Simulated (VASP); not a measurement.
# NaH (I4/mmm) in VASP: a series of runs, part 2 of 3

VASP 6.6.1. The steps go on from the part before.

### Step 3. Single point, PBEsol (in-plane strain +0.005)

Input file INCAR:

```
PREC     = Accurate       # precision mode
ENCUT    = 500            # plane-wave cutoff, eV
EDIFF    = 1E-6           # SCF threshold, eV
ISMEAR   = 0              # smearing method
SIGMA    = 0.01           # smearing width, eV
LREAL    = F              # projectors in reciprocal space
LASPH    = T              # aspherical terms in the spheres
NELM     = 120            # most SCF steps
ALGO     = Normal         # electronic algorithm
ISIF     = 2              # what is computed and relaxed
LWAVE    = F              # write WAVECAR
LCHARG   = F              # write CHGCAR
GGA      = PS             # functional
NBANDS   = 11             # bands
GGA_COMPAT= F
```

Input file KPOINTS:

```
Automatic mesh
0
Gamma
  8 8 8
```

Input file POSCAR:

```
NaH
1.0
    2.4076552300      2.4076552300      0.0000000000
   -2.4076552300      2.4076552300      0.0000000000
    0.0000000000      2.4076552300      2.3884898152
Na H
1 1
Direct
    0.0000000000      0.0000000000      0.0000000000
    0.5000000000      0.5000000000      0.0000000000
```

Potentials or basis: VASP PAW PBE potentials, release 64 (Na_pv, H).

Launch:

```bash
$ cat potpaw_PBE.64/Na_pv/POTCAR potpaw_PBE.64/H/POTCAR > POTCAR
$ mpirun -np 1 vasp_std > vasp.out
```

OUTCAR:

```text
PREC = Accurate
   ENCUT = 500
   EDIFF = 1E-6
   ISMEAR = 0
   LREAL = F
   LASPH = T
   NELM = 120
   ISIF = 2
   GGA = PS

 ion  position               nearest neighbor table
   1  0.000  0.000  0.000-
   2  0.500  0.500  0.000-

  LATTYP: Found a body centered tetragonal cell.
 ALAT       =     3.4049386798
 C/A-ratio  =     1.4029561410

  Lattice vectors:

 A1 = (   2.4076552300,   0.0000000000,  -2.3884898152)
 A2 = (  -2.4076552300,   0.0000000000,  -2.3884898152)
 A3 = (   0.0000000000,   2.4076552300,   2.3884898152)

Analysis of symmetry for initial positions (statically):
=====================================================================
 Subroutine PRICEL returns:
 Original cell was already a primitive cell.

 Routine SETGRP: Setting up the symmetry group for a
 body centered tetragonal supercell.

 Subroutine GETGRP returns: Found 16 space group operations
 (whereof 16 operations were pure point group operations)
 out of a pool of 16 trial point group operations.

The static configuration has the point symmetry D_4h.

Analysis of symmetry for dynamics (positions and initial velocities):
=====================================================================
 Subroutine PRICEL returns:
 Original cell was already a primitive cell.

 Routine SETGRP: Setting up the symmetry group for a
 body centered tetragonal supercell.

 Subroutine GETGRP returns: Found 16 space group operations
 (whereof 16 operations were pure point group operations)
 out of a pool of 16 trial point group operations.

The dynamic configuration has the point symmetry D_4h.

 Subroutine INISYM returns: Found 16 space group operations
 (whereof 16 operations are pure point group operations),
 and found     1 'primitive' translations

----------------------------------------------------------------------------------------

                                     Primitive cell

[... 111 lines left out ...]
  volume/ion in A,a.u.               =      13.85        93.43
  Fermi-wavevector in a.u.,A,eV,Ry     =   1.082241  2.045140 15.935777  1.171247
  Thomas-Fermi vector in A             =   2.218278
   LORBIT       =      0    0 simple, 1 ext, 2 COOP (PROOUT), +10 PAW based schemes
   GGA     = PS    functional components
   LHFCALC =     F    Hartree Fock is set to
   AEXX    =    0.0000 exact exchange contribution
   IVDW    =     0    specifies the selected vdW correction
   LEPSILON=     F    determine dielectric tensor
   LRPA    =     F    only Hartree local field effects (RPA)
 non-spin polarized calculation
 Gauss-broadening in eV      SIGMA  =   0.01
  energy-cutoff  :      500.00
  volume of cell :       27.69
 maximum number of plane-waves:       725
 NGX is ok and might be reduce to    28
   NGX = 13   NGY = 13   NGZ = 13

 number of electron       7.9999993 magnetization

 Free energy of the ion-electron system (eV)
  ---------------------------------------------------
  ext. energy  EPLUGINS =         0.00000000
  ---------------------------------------------------
  free energy    TOTEN  =        -5.08565371 eV

  energy without entropy =       -5.08565371  energy(sigma->0) =       -5.08565371

 E-fermi :  -0.8921     XC(G=0):  -7.9540

 val. band max:       -1.0304113795   @ k =  -0.2500  -0.2500   0.2500
 cond. band min:       2.5596944354   @ k =   0.5000   0.0000  -0.0000
 fundamental gap:      3.5901058149
 Fermi energy:        -0.8921195110

 k-point     1 :       0.0000    0.0000    0.0000
  band No.  band energies     occupation
      1     -23.0020      2.00000
      2     -23.0020      2.00000
      3     -22.9994      2.00000
      4      -4.8118      2.00000
      5       9.5437      0.00000
      6      14.4883      0.00000
      7      14.4883      0.00000
      8      14.5298      0.00000
      9      15.4933      0.00000
     10      15.4933      0.00000
     11      15.5025      0.00000
[... 309 lines left out ...]
 k-point    24 :       0.3750    0.0000    0.1250
  band No.  band energies     occupation
      1     -23.0658      2.00000
      2     -23.0190      2.00000
      3     -23.0093      2.00000
      4      -3.1977      2.00000
      5       5.3983      0.00000
      6       8.5075      0.00000
      7      12.8927      0.00000
      8      13.1020      0.00000
      9      15.9171      0.00000
     10      16.5393      0.00000
     11      18.5854      0.00000

 [... further k-points ...]
[... 5 lines left out ...]
  --------------------------------------------------------------------------------------
  -------------------------------------------------------------------------------------
  Total       -0.0537212     -0.0537212     -0.0057808      0.0000000      0.0000000      0.0000000
  in kB       -3.1082362     -3.1082362     -0.3344674      0.0000000      0.0000000      0.0000000
  external PRESSURE =      -2.1836466 kB  Pullay stress =       0.0000000 kB

 VOLUME and BASIS-vectors are now :
 -----------------------------------------------------------------------------
  energy-cutoff  :      500.00
  volume of cell :       27.69
      direct lattice vectors                 reciprocal lattice vectors
     2.407655230  2.407655230  0.000000000     0.207670930  0.207670930 -0.209337296
    -2.407655230  2.407655230  0.000000000    -0.207670930  0.207670930 -0.209337296
     0.000000000  2.407655230  2.388489815     0.000000000  0.000000000  0.418674592

 POSITION                                       TOTAL-FORCE (eV/Angst)
 -----------------------------------------------------------------------------------
      0.00000      0.00000      0.00000         0.000000      0.000000      0.000000
      0.00000      2.40766      0.00000        -0.000000     -0.000000      0.000000
 -----------------------------------------------------------------------------------
    total drift:                               -0.000000      0.000000     -0.000000

  FREE ENERGIE OF THE ION-ELECTRON SYSTEM (eV)
  ---------------------------------------------------
  free  energy   TOTEN  =        -5.0856537089 eV

  energy  without entropy=       -5.0856537089  energy(sigma->0) =       -5.08565371
```

stdout:

```text
POSCAR found type information on POSCAR NaH
 POSCAR found :  2 types and       2 ions
 scaLAPACK will be used
 -----------------------------------------------------------------------------
|                                                                             |
|                                                                             |
|     You enforced a specific xc type in the INCAR file but a different       |
|     I HOPE YOU KNOW WHAT YOU ARE DOING!                                     |
|                                                                             |
 -----------------------------------------------------------------------------

 LDA part: xc-table for (Slater+PW92), standard interpolation
 POSCAR, INCAR and KPOINTS ok, starting setup
 FFT: planning ... GRIDC
 FFT: planning ... GRID_SOFT
 FFT: planning ... GRID
 WAVECAR not read
 entering main loop
```

Run time: 33 s. Hardware: 1 thread of Intel Xeon 8259CL, shared host; peak memory 0.15 GiB.

Results:

| Quantity | Value |
| --- | --- |
| Free energy | -5.0857 eV |
| Pressure | -0.2 GPa |
| Band gap on the k mesh | 3.59 eV, indirect (least direct gap 4.50 eV) |

Levels at points of the mesh, in eV from the valence-band top:
```tsv
k point	band 1	band 2	band 3	band 4	band 5	band 6	band 7	band 8
(0.00, 0.00, 0.00)	-21.97	-21.97	-21.97	-3.78	10.57	15.52	15.52	15.56
(0.50, 0.00, 0.00)	-22.07	-21.98	-21.98	-0.91	3.59	10.75	13.28	13.40
(0.50, 0.50, 0.00)	-22.06	-22.00	-22.00	-0.20	4.41	9.87	10.64	10.65
(0.00, 0.00, 0.50)	-22.06	-22.01	-22.01	-0.16	4.51	9.78	10.54	10.54
```

Caveat: the cell differs from its parent crystal (in-plane strain +0.005); the PAW data sets were made with another functional, which shifts forces and pressure a little.

### Step 4. Single point, PBEsol (in-plane strain +0.01, then relaxed in part)

Input file INCAR:

```
SYSTEM = NaH
PREC     = Accurate       ! precision mode
ENCUT    = 500            ! plane-wave cutoff, eV
EDIFF    = 1E-6           ! SCF threshold, eV
ISMEAR   = 0              ! smearing method
SIGMA    = 0.01           ! smearing width, eV
LREAL    = .FALSE.        ! projectors in reciprocal space
LASPH    = .TRUE.         ! aspherical terms in the spheres
NELM     = 120            ! most SCF steps
ALGO     = Normal         ! electronic algorithm
ISIF     = 2              ! what is computed and relaxed
LWAVE    = .FALSE.        ! write WAVECAR
LCHARG   = .FALSE.        ! write CHGCAR
GGA      = PS             ! functional
NBANDS   = 11             ! bands
GGA_COMPAT= .FALSE.
```

Input file KPOINTS:

```
Automatic mesh
0
G
  8 8 8
  0 0 0
```

Input file POSCAR:

```
NaH
1.0
    2.4196336142      2.4196336142      0.0000000000
   -2.4196336142      2.4196336142      0.0000000000
    0.0000000000      2.4196336142      2.3813027847
Na H
1 1
Direct
    0.0000000000      0.0000000000      0.0000000000
    0.5000000000      0.5000000000      0.0000000000
```

Potentials or basis: VASP PAW PBE potentials, release 64 (Na_pv, H).

Launch:

```bash
$ cat potpaw_PBE.64/Na_pv/POTCAR potpaw_PBE.64/H/POTCAR > POTCAR
$ mpirun -np 1 vasp_std > vasp.out
```

OUTCAR:

```text
SYSTEM = NaH
   PREC = Accurate
   ENCUT = 500
   EDIFF = 1E-6
   ISMEAR = 0
   LREAL = .FALSE.
   LASPH = .TRUE.
   NELM = 120
   ISIF = 2
   GGA = PS

 ion  position               nearest neighbor table
   1  0.000  0.000  0.000-
   2  0.500  0.500  0.000-

  LATTYP: Found a body centered tetragonal cell.
 ALAT       =     3.4218786732
 C/A-ratio  =     1.3918101792

  Lattice vectors:

 A1 = (   2.4196336142,   0.0000000000,  -2.3813027847)
 A2 = (  -2.4196336142,   0.0000000000,  -2.3813027847)
 A3 = (   0.0000000000,   2.4196336142,   2.3813027847)

Analysis of symmetry for initial positions (statically):
=====================================================================
 Subroutine PRICEL returns:
 Original cell was already a primitive cell.

 Routine SETGRP: Setting up the symmetry group for a
 body centered tetragonal supercell.

 Subroutine GETGRP returns: Found 16 space group operations
 (whereof 16 operations were pure point group operations)
 out of a pool of 16 trial point group operations.

The static configuration has the point symmetry D_4h.

Analysis of symmetry for dynamics (positions and initial velocities):
=====================================================================
[... 165 lines left out ...]

 k-point     1 :       0.0000    0.0000    0.0000
  band No.  band energies     occupation
      1     -23.0365      2.00000
      2     -23.0365      2.00000
      3     -23.0313      2.00000
      4      -4.8140      2.00000
      5       9.4571      0.00000
      6      14.4029      0.00000
      7      14.4029      0.00000
      8      14.4852      0.00000
      9      15.4010      0.00000
     10      15.4010      0.00000
     11      15.4180      0.00000
[... 309 lines left out ...]
 k-point    24 :       0.3750    0.0000    0.1250
  band No.  band energies     occupation
      1     -23.0979      2.00000
      2     -23.0508      2.00000
      3     -23.0441      2.00000
      4      -3.2154      2.00000
      5       5.3590      0.00000
      6       8.4827      0.00000
      7      12.8144      0.00000
      8      12.9675      0.00000
      9      15.7896      0.00000
     10      16.4528      0.00000
     11      18.5217      0.00000

 [... further k-points ...]
[... 5 lines left out ...]
  --------------------------------------------------------------------------------------
  -------------------------------------------------------------------------------------
  Total       -0.0959299     -0.0959299     -0.0016724      0.0000000     -0.0000000     -0.0000000
  in kB       -5.5121461     -5.5121461     -0.0960940      0.0000000     -0.0000000     -0.0000000
  external PRESSURE =      -3.7067954 kB  Pullay stress =       0.0000000 kB

 VOLUME and BASIS-vectors are now :
 -----------------------------------------------------------------------------
  energy-cutoff  :      500.00
  volume of cell :       27.88
      direct lattice vectors                 reciprocal lattice vectors
     2.419633614  2.419633614  0.000000000     0.206642856  0.206642856 -0.209969099
    -2.419633614  2.419633614  0.000000000    -0.206642856  0.206642856 -0.209969099
     0.000000000  2.419633614  2.381302785     0.000000000  0.000000000  0.419938198

 POSITION                                       TOTAL-FORCE (eV/Angst)
 -----------------------------------------------------------------------------------
      0.00000      0.00000      0.00000        -0.000000     -0.000000      0.000000
      0.00000      2.41963      0.00000         0.000000      0.000000      0.000000
 -----------------------------------------------------------------------------------
    total drift:                               -0.000000      0.000000     -0.000000

  FREE ENERGIE OF THE ION-ELECTRON SYSTEM (eV)
  ---------------------------------------------------
  free  energy   TOTEN  =        -5.0850689472 eV

  energy  without entropy=       -5.0850689472  energy(sigma->0) =       -5.08506895
```

Run time: 34 s. Hardware: 1 thread of Intel Xeon 8259CL, shared host; peak memory 0.15 GiB.

Results:

```
Free energy            : -5.0851 eV
Pressure               : -0.4 GPa
Band gap on the k mesh : 3.58 eV, indirect (least direct gap 4.49 eV)
```

Levels at points of the mesh, in eV from the valence-band top:
| k point | band 2 | band 3 | band 4 | band 5 | band 6 | band 7 |
| --- | --- | --- | --- | --- | --- | --- |
| (0.00, 0.00, 0.00) | -21.99 | -21.98 | -3.76 | 10.51 | 15.45 | 15.45 |
| (0.50, 0.00, 0.00) | -22.00 | -21.99 | -0.91 | 3.58 | 10.70 | 13.18 |
| (0.50, 0.50, 0.00) | -22.02 | -22.02 | -0.22 | 4.36 | 9.87 | 10.62 |
| (0.00, 0.00, 0.50) | -22.02 | -22.02 | -0.14 | 4.55 | 9.70 | 10.43 |

Caveat: the cell differs from its parent crystal (in-plane strain +0.01, then relaxed in part); the PAW data sets were made with another functional, which shifts forces and pressure a little. A k mesh can miss the band edges.

### Step 5. Single point, PBEsol (in-plane strain +0.01)

Input file INCAR:

```
PREC = Accurate
ENCUT = 500
EDIFF = 1E-6
ISMEAR = 0
SIGMA = 0.01
LREAL = F
LASPH = T
NELM = 120
ALGO = Normal
ISIF = 2
LWAVE = F
LCHARG = F
GGA = PS
NBANDS = 11
GGA_COMPAT = F
```

Input file KPOINTS:

```
regular mesh
0
Gamma
  8 8 8
```

POSCAR is that of step 4.

Launch:

```bash
$ cat potpaw_PBE.64/Na_pv/POTCAR potpaw_PBE.64/H/POTCAR > POTCAR
$ mpirun -np 1 vasp_std > vasp.out
```

Wall time 30 s (1 thread of Intel Xeon 8259CL, shared host); peak memory 0.15 GiB.

It converged, with:

* Free energy: -5.0851 eV
* Pressure: -0.4 GPa
* Band gap on the k mesh: 3.58 eV, indirect (least direct gap 4.49 eV)

Stress tensor (GPa, compression positive):
```
-0.55  0.00  0.00
 0.00 -0.55  0.00
 0.00  0.00 -0.01
```

Levels at points of the mesh, in eV from the valence-band top:
```csv
k point,band 1,band 2,band 3,band 4,band 5,band 6,band 7,band 8,band 9
"(0.00, 0.00, 0.00)",-21.99,-21.99,-21.98,-3.76,10.51,15.45,15.45,15.54,16.45
"(0.50, 0.00, 0.00)",-22.09,-22.00,-21.99,-0.91,3.58,10.70,13.18,13.41,16.17
"(0.50, 0.50, 0.00)",-22.08,-22.02,-22.02,-0.22,4.36,9.87,10.62,10.64,11.84
"(0.00, 0.00, 0.50)",-22.07,-22.02,-22.02,-0.14,4.55,9.70,10.43,10.43,11.77
```

Caveat: the cell differs from its parent crystal (in-plane strain +0.01); the PAW data sets were made with another functional, which shifts forces and pressure a little. A k mesh can miss the band edges.

(Part 2 of 3 ends here.)
